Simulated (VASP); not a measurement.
# W (Im-3m) in VASP: a series of runs

W is run at these levels: PBE; tasks: relaxation of cell and atoms, single point.

All numbers are computed with VASP 6.6.1; they aren't measurements. Logs are shortened: lines on timing, memory, paths and dates and some standing lists are left out, and cuts for length are marked.

**1. The cell of the first run**

It takes space group Im-3m (No. 229, cubic). The conventional cell has a = 3.180 Å, b = 3.180 Å, c = 3.180 Å, α = 90.00°, β = 90.00°, γ = 90.00°. W (site symmetry m-3m) has 14 W at 2.75 to 3.18 Å within 3.6 Å.

**2. Relaxation of cell and atoms, PBE**

File INCAR:

```
SYSTEM = W
PREC = Accurate
ENCUT = 600
EDIFF = 1E-7
ISMEAR = 0
SIGMA = 0.3
LREAL = .FALSE.
LASPH = .TRUE.
NELM = 60
ALGO = Fast
ISIF = 3
LWAVE = .FALSE.
LCHARG = .FALSE.
GGA = PE
IBRION = 2
NSW = 80
EDIFFG = -0.005
```

File KPOINTS:

```
regular mesh
0
G
  12 12 12
  0 0 0
```

File POSCAR:

```
W
1.0
   -1.5900000000      1.5900000000      1.5900000000
    1.5900000000     -1.5900000000      1.5900000000
    1.5900000000      1.5900000000     -1.5900000000
W
1
Direct
    0.0000000000      0.0000000000      0.0000000000
```

Potentials or basis: VASP PAW PBE potentials, release 64 (W_sv).

The run is started by

```
cat potpaw_PBE.64/W_sv/POTCAR > POTCAR
mpirun -np 1 vasp_std > vasp.out
```

OUTCAR:

```text
SYSTEM = W
   PREC = Accurate
   ENCUT = 600
   EDIFF = 1E-7
   ISMEAR = 0
   LREAL = .FALSE.
   LASPH = .TRUE.
   NELM = 60
   ISIF = 3
   GGA = PE
   IBRION = 2
   NSW = 80
   EDIFFG = -0.005

 ion  position               nearest neighbor table
   1  0.000  0.000  0.000-

  LATTYP: Found a body centered cubic cell.
 ALAT       =     3.1800000000

  Lattice vectors:

 A1 = (  -1.5900000000,   1.5900000000,   1.5900000000)
 A2 = (   1.5900000000,  -1.5900000000,   1.5900000000)
 A3 = (   1.5900000000,   1.5900000000,  -1.5900000000)

Analysis of symmetry for initial positions (statically):
=====================================================================
 Subroutine PRICEL returns:
 Original cell was already a primitive cell.

 Routine SETGRP: Setting up the symmetry group for a
 body centered cubic supercell.

 Subroutine GETGRP returns: Found 48 space group operations
[... 9 lines left out ...]

 Routine SETGRP: Setting up the symmetry group for a
 body centered cubic supercell.

 Subroutine GETGRP returns: Found 48 space group operations
[... 11 lines left out ...]
                                     Primitive cell

  volume of cell :      16.0787

  direct lattice vectors                    reciprocal lattice vectors
    -1.590000000  1.590000000  1.590000000     0.000000000  0.314465409  0.314465409
     1.590000000 -1.590000000  1.590000000     0.314465409  0.000000000  0.314465409
     1.590000000  1.590000000 -1.590000000     0.314465409  0.314465409  0.000000000

  length of vectors
     2.753960784  2.753960784  2.753960784     0.444721246  0.444721246  0.444721246

  position of ions in fractional coordinates (direct lattice)
     0.000000000  0.000000000  0.000000000

  ion indices of the primitive-cell ions
   primitive index   ion index
                 1           1

----------------------------------------------------------------------------------------

 KPOINTS: regular mesh

Automatic generation of k-mesh.
 Grid dimensions read from file:
 generate k-points for:   12   12   12

 Generating k-lattice:

  Cartesian coordinates                     Fractional coordinates (reciprocal lattice)
     0.000000000  0.026205451  0.026205451     0.083333333  0.000000000  0.000000000
     0.026205451  0.000000000  0.026205451     0.000000000  0.083333333  0.000000000
     0.026205451  0.026205451  0.000000000     0.000000000  0.000000000  0.083333333

  Length of vectors
     0.037060104  0.037060104  0.037060104

  Shift w.r.t. Gamma in fractional coordinates (k-lattice)
     0.000000000  0.000000000  0.000000000

 Subroutine IBZKPT returns following result:
 ===========================================

 Found     72 irreducible k-points:

 Following reciprocal coordinates:
            Coordinates               Weight
  0.000000  0.000000  0.000000      1.000000
  0.083333  0.000000  0.000000     12.000000
  0.166667  0.000000  0.000000     12.000000
  0.250000  0.000000  0.000000     12.000000
  0.333333  0.000000  0.000000     12.000000
  0.416667  0.000000  0.000000     12.000000
[... 16 lines left out ...]
  0.333333  0.083333  0.083333     24.000000
  0.416667  0.083333  0.083333     12.000000
 [... further k-points ...]
   k-points           NKPTS =     72   k-points in BZ     NKDIM =     72   number of bands    NBANDS=     11
   number of dos      NEDOS =    301   number of ions     NIONS =      1
   total plane-waves  NPLWV =  13824
   dimension x,y,z NGX =    24 NGY =   24 NGZ =   24
   dimension x,y,z NGXF=    48 NGYF=   48 NGZF=   48
   ions per type =               1
   NGX,Y,Z   is equivalent  to a cutoff of  14.49, 14.49, 14.49 a.u.
   NGXF,Y,Z  is equivalent  to a cutoff of  28.98, 28.98, 28.98 a.u.
 SYSTEM =  W
   PREC   = accura    normal or accurate (medium, high low for compatibility)
   ISTART =      0    job   : 0-new  1-cont  2-samecut
   ICHARG =      2    charge: 1-file 2-atom 10-const
   ISPIN  =      1    spin polarized calculation?
   LNONCOLLINEAR =      F non collinear calculations
   LSORBIT =      F    spin-orbit coupling
   LASPH  =      T    aspherical Exc in radial PAW
   ENCUT  =  600.0 eV  44.10 Ry    6.64 a.u.   5.50  5.50  5.50*2*pi/ulx,y,z
   NELM   =     60;   NELMIN=  2; NELMDL= -5     # of ELM steps
   EDIFF  = 0.1E-06   stopping-criterion for ELM
   LREAL  =      F    real-space projection
   EDIFFG = -.5E-02   stopping-criterion for IOM
   NSW    =     80    number of steps for IOM
   IBRION =      2    ionic relax: 0-MD 1-quasi-New 2-CG
   NFREE  =      1    steps in history (QN), initial steepest desc. (CG)
   ISIF   =      3    stress and relaxation
   ISYM   =      2    0-nonsym 1-usesym 2-fastsym
   POTIM  = 0.5000    time-step for ionic-motion
   TEBEG  =    0.0;   TEEND  =   0.0 temperature during run
   PSTRESS=    0.0 pullay stress
   NELECT =      14.0000    total number of electrons
   NUPDOWN=      -1.0000    fix difference up-down
   EMIN   =  10.00;   EMAX   =-10.00  energy-range for DOS
   EFERMI =   0.00;   METHOD = LEGACY
   ISMEAR =     0;   SIGMA  =   0.30  broadening in eV -4-tet -1-fermi 0-gaus
   EFERMI_NEDOS =   21; number of points for ismear=-14 and -15
   IALGO  =     68    algorithm
   IMIX   =      4    mixing-type and parameters
     AMIX     =   0.40;   BMIX     =  1.00
     AMIX_MAG =   1.60;   BMIX_MAG =  1.00
  volume/ion in A,a.u.               =      16.08       108.50
  Fermi-wavevector in a.u.,A,eV,Ry     =   1.563269  2.954150 33.250054  2.443810
  Thomas-Fermi vector in A             =   2.666065
   LORBIT       =      0    0 simple, 1 ext, 2 COOP (PROOUT), +10 PAW based schemes
   GGA     = PE    functional components
   LHFCALC =     F    Hartree Fock is set to
   AEXX    =    0.0000 exact exchange contribution
   IVDW    =     0    specifies the selected vdW correction
   LEPSILON=     F    determine dielectric tensor
   LRPA    =     F    only Hartree local field effects (RPA)
 conjugate gradient relaxation of ions
 non-spin polarized calculation
 RMM-DIIS sequential band-by-band and
 Gauss-broadening in eV      SIGMA  =   0.30
  energy-cutoff  :      600.00
  volume of cell :       16.08
 maximum number of plane-waves:       555
 NGX is ok and might be reduce to    24
   NGX = 11   NGY = 11   NGZ = 11

--------------------------------------- Ionic step        1  -------------------------------------------

 number of electron      14.0000002 magnetization

 Free energy of the ion-electron system (eV)
  ---------------------------------------------------
  ext. energy  EPLUGINS =         0.00000000
  ---------------------------------------------------
  free energy    TOTEN  =       -12.96619494 eV

  energy without entropy =      -12.94463602  energy(sigma->0) =      -12.95541548

------------------------ aborting loop because EDIFF is reached ----------------------------------------

  FORCE on cell =-STRESS in cart. coord.  units (eV):
  Direction    XX          YY          ZZ          XY          YZ          ZX
  --------------------------------------------------------------------------------------
  -------------------------------------------------------------------------------------
  Total        0.1714666      0.1714666      0.1714666      0.0000000     -0.0000000      0.0000000
  in kB       17.0859384     17.0859384     17.0859384      0.0000000     -0.0000000      0.0000000
  external PRESSURE =      17.0859384 kB  Pullay stress =       0.0000000 kB
[... 55 lines left out ...]
  energy  without entropy=      -12.9397786779  energy(sigma->0) =      -12.95040468

--------------------------------------- Ionic step        3  -------------------------------------------

 number of electron      14.0000002 magnetization

 Free energy of the ion-electron system (eV)
  ---------------------------------------------------
  ext. energy  EPLUGINS =         0.00000000
  ---------------------------------------------------
  free energy    TOTEN  =       -12.96664958 eV

  energy without entropy =      -12.94516216  energy(sigma->0) =      -12.95590587

 E-fermi :  11.0803     XC(G=0): -13.5289

 val. band max:       11.0458697740   @ k =  -0.2500   0.3333   0.1667
 cond. band min:      11.0923786319   @ k =  -0.1667   0.1667   0.0833
 fundamental gap:      0.0465088579
 Fermi energy:        11.0803091010

 k-point     1 :       0.0000    0.0000    0.0000
  band No.  band energies     occupation
      1     -63.0484      2.00000
      2     -26.6386      2.00000
      3     -26.6386      2.00000
      4     -26.6386      2.00000
      5       1.6326      2.00000
      6       9.9647      2.00000
      7       9.9647      2.00000
      8       9.9647      2.00000
      9      13.3754      0.00000
     10      13.3754      0.00000
     11      25.6316      0.00000
[... 309 lines left out ...]
 k-point    24 :       0.4167    0.0833    0.0833
  band No.  band energies     occupation
      1     -62.9234      2.00000
      2     -27.7652      2.00000
      3     -27.0871      2.00000
      4     -26.7255      2.00000
      5       5.6595      2.00000
      6       7.6420      2.00000
      7      10.8438      1.73516
      8      13.4998      0.00000
      9      14.2518      0.00000
     10      18.3926      0.00000
     11      20.8209      0.00000

 [... further k-points ...]
[... 5 lines left out ...]
  --------------------------------------------------------------------------------------
  -------------------------------------------------------------------------------------
  Total        0.0000521      0.0000521      0.0000521      0.0000000      0.0000000      0.0000000
  in kB        0.0051632      0.0051632      0.0051632      0.0000000      0.0000000      0.0000000
  external PRESSURE =       0.0051632 kB  Pullay stress =       0.0000000 kB
[... 16 lines left out ...]
  FREE ENERGIE OF THE ION-ELECTRON SYSTEM (eV)
  ---------------------------------------------------
  free  energy   TOTEN  =       -12.9666495798 eV

  energy  without entropy=      -12.9451621618  energy(sigma->0) =      -12.95590587

 reached required accuracy - stopping structural energy minimisation
```

It took 15 s on 1 thread of Intel Xeon 6975P-C (Granite Rapids), shared host; peak memory 0.16 GiB.

What came out:

| Property | Result |
| --- | --- |
| Free energy | -12.9666 eV |
| Relaxed volume | 16.17 Å³/atom |
| Relaxed cell | a = 2.759 Å, b = 2.759 Å, c = 2.759 Å, α = 109.47°, β = 109.47°, γ = 109.47° |
| Space group after relaxing (to 0.05 Å) | Im-3m (No. 229) |
| Energy gained by relaxing | 0.5 meV/atom |
| Ionic steps | 3 |
| Pressure after relaxing | 0.0 GPa |
| Band gap on the k mesh | zero (band 7 reaches 16.19 eV, above the bottom of band 8 at 9.96 eV) |

Step by step:
| step | energy change (eV) | largest force (eV/Å) | pressure (GPa) | volume (Å³) |
| --- | --- | --- | --- | --- |
| 1 | 0.0000 | 0.0000 | 1.71 | 16.08 |
| 2 | 0.0052 | 0.0000 | -5.62 | 16.48 |
| 3 | -0.0005 | 0.0000 | 0.00 | 16.17 |

Final structure:
```
W
1.0
    -1.59292    1.59292    1.59292
     1.59292   -1.59292    1.59292
     1.59292    1.59292   -1.59292
W
1
Direct
  0.00000 0.00000 0.00000
```

Caveat: spin-orbit coupling is left out, which moves the levels of the heavy elements.

**3. Single point, PBE**

This run uses another cell than the first one, of 16.14 Å³/atom, 1.004 times its volume.

File INCAR:

```
ALGO = Normal
EDIFF = 1E-7
ENCUT = 520
GGA = PE
ISIF = 2
ISMEAR = 0
LASPH = T
LCHARG = F
LREAL = F
LWAVE = F
NBANDS = 13
NELM = 80
PREC = Accurate
SIGMA = 0.3
```

File KPOINTS:

```
k-points
0
Gamma
  24 24 24
```

File POSCAR:

```
W
1.0
   -1.5918916339      1.5918916339      1.5918916339
    1.5918916339     -1.5918916339      1.5918916339
    1.5918916339      1.5918916339     -1.5918916339
W
1
Direct
    0.0000000000      0.0000000000      0.0000000000
```

Potentials or basis: VASP PAW PBE potentials, release 64 (W_sv).

The run is started by

```
cat potpaw_PBE.64/W_sv/POTCAR > POTCAR
mpirun -np 1 vasp_std > vasp.out
```

OUTCAR:

```text
EDIFF = 1E-7
   ENCUT = 520
   GGA = PE
   ISIF = 2
   ISMEAR = 0
   LASPH = T
   LREAL = F
   NELM = 80
   PREC = Accurate

 ion  position               nearest neighbor table
   1  0.000  0.000  0.000-

  LATTYP: Found a body centered cubic cell.
 ALAT       =     3.1837832678

  Lattice vectors:

 A1 = (  -1.5918916339,   1.5918916339,   1.5918916339)
 A2 = (   1.5918916339,  -1.5918916339,   1.5918916339)
 A3 = (   1.5918916339,   1.5918916339,  -1.5918916339)

Analysis of symmetry for initial positions (statically):
[... 553 lines left out ...]
      5       5.0891      2.00000
      6       7.7280      2.00000
      7      11.5726      0.07574
      8      13.2751      0.00000
      9      14.3302      0.00000
     10      17.2125      0.00000
     11      21.9549      0.00000
     12      22.7879      0.00000
     13      27.7897      0.00000

 [... further k-points ...]
[... 5 lines left out ...]
  --------------------------------------------------------------------------------------
  -------------------------------------------------------------------------------------
  Total        0.0491033      0.0491033      0.0491033     -0.0000000     -0.0000000      0.0000000
  in kB        4.8755178      4.8755178      4.8755178     -0.0000000     -0.0000000      0.0000000
  external PRESSURE =       4.8755178 kB  Pullay stress =       0.0000000 kB

 VOLUME and BASIS-vectors are now :
 -----------------------------------------------------------------------------
  energy-cutoff  :      520.00
  volume of cell :       16.14
      direct lattice vectors                 reciprocal lattice vectors
    -1.591891634  1.591891634  1.591891634     0.000000000  0.314091732  0.314091732
     1.591891634 -1.591891634  1.591891634     0.314091732  0.000000000  0.314091732
     1.591891634  1.591891634 -1.591891634     0.314091732  0.314091732  0.000000000

 POSITION                                       TOTAL-FORCE (eV/Angst)
 -----------------------------------------------------------------------------------
      0.00000      0.00000      0.00000         0.000000     -0.000000      0.000000
 -----------------------------------------------------------------------------------
    total drift:                                0.000000      0.000000      0.000000

  FREE ENERGIE OF THE ION-ELECTRON SYSTEM (eV)
  ---------------------------------------------------
  free  energy   TOTEN  =       -12.9654630956 eV

  energy  without entropy=      -12.9452819801  energy(sigma->0) =      -12.95537254
```

It took 24 s on 1 thread of Intel Xeon 6975P-C (Granite Rapids), shared host; peak memory 0.2 GiB.

Results:

```yaml
Free_energy: -12.9655 eV
Pressure: 0.5 GPa
Band_gap_on_the_k_mesh: zero (band 7 reaches 16.23 eV, above the bottom of band 8 at 9.99 eV)
```

Levels at points of the mesh, in eV from the Fermi level:
```tsv
k point	band 4	band 5	band 6	band 7	band 8	band 9	band 10	band 11
(0.00, 0.00, 0.00)	-37.80	-9.55	-1.21	-1.21	-1.21	2.21	2.21	14.47
(0.50, 0.00, 0.00)	-37.81	-6.17	-3.49	0.61	2.09	3.05	5.98	10.79
(0.50, 0.50, 0.50)	-38.65	-5.70	-5.70	5.03	5.03	5.03	8.10	8.10
```

Caveat: spin-orbit coupling is left out, which moves the levels of the heavy elements.

**4. Relaxation of cell and atoms, PBE**

File INCAR:

```
SYSTEM = W
  ALGO = Normal
  EDIFF = 1E-6
  EDIFFG = -0.005
  ENCUT = 600
  GGA = PE
  IBRION = 2
  ISIF = 3
  ISMEAR = 0
  LASPH = .True.
  LCHARG = .False.
  LREAL = .False.
  LWAVE = .False.
  NELM = 80
  NSW = 80
  PREC = Accurate
  SIGMA = 0.3
```

File KPOINTS:

```
k-points
0
Gamma
  16 16 16
  0 0 0
```

File POSCAR:

```
W
1.0
   -1.5900000000      1.5900000000      1.5900000000
    1.5900000000     -1.5900000000      1.5900000000
    1.5900000000      1.5900000000     -1.5900000000
W
1
Direct
    0.0000000000      0.0000000000      0.0000000000
```

The run is started by

```
cat potpaw_PBE.64/W_sv/POTCAR > POTCAR
mpirun -np 1 vasp_std > vasp.out
```

Wall time 17 s (1 thread of Intel Xeon 6975P-C (Granite Rapids), shared host); peak memory 0.16 GiB.

Results (log left out):

```yaml
Free_energy: -12.9683 eV
Relaxed_volume: 16.16 Å³/atom
Relaxed_cell: a = 2.759 Å, b = 2.759 Å, c = 2.759 Å, α = 109.47°, β = 109.47°, γ = 109.47°
Space_group_after_relaxing_to_0.05_Å: Im-3m (No. 229)
Energy_gained_by_relaxing: 0.4 meV/atom
Ionic_steps: 3
Pressure_after_relaxing: 0.0 GPa
Band_gap_on_the_k_mesh: zero (band 7 reaches 16.20 eV, above the bottom of band 8 at 9.97 eV)
```

Step by step:
```
step  energy change (eV)  largest force (eV/Å)  pressure (GPa)  volume (Å³)
   1              0.0000                0.0000            1.52        16.08
   2              0.0041                0.0000           -5.02        16.44
   3             -0.0004                0.0000           -0.02        16.16
```

Final structure:
```cif
data_structure
_symmetry_space_group_name_H-M 'P 1'
_symmetry_Int_Tables_number 1
_cell_length_a 2.7585
_cell_length_b 2.7585
_cell_length_c 2.7585
_cell_angle_alpha 109.471
_cell_angle_beta 109.471
_cell_angle_gamma 109.471
_cell_volume 16.16
loop_
_atom_site_label
_atom_site_type_symbol
_atom_site_fract_x
_atom_site_fract_y
_atom_site_fract_z
_atom_site_occupancy
W1 W 0.00000 0.00000 0.00000 1
```

Levels at points of the mesh, in eV from the Fermi level:
| k point | band 3 | band 4 | band 5 | band 6 | band 7 | band 8 | band 9 | band 10 | band 11 |
| --- | --- | --- | --- | --- | --- | --- | --- | --- | --- |
| (0.00, 0.00, 0.00) | -37.79 | -37.79 | -9.52 | -1.19 | -1.19 | -1.19 | 2.23 | 2.23 | 14.48 |
| (0.50, 0.00, 0.00) | -38.18 | -37.79 | -6.14 | -3.47 | 0.62 | 2.11 | 3.07 | 5.99 | 10.78 |
| (0.50, 0.50, 0.50) | -38.63 | -38.63 | -5.67 | -5.67 | 5.04 | 5.04 | 5.04 | 8.10 | 8.10 |

Caveat: spin-orbit coupling is left out, which moves the levels of the heavy elements.

[end of part 1 of 2]
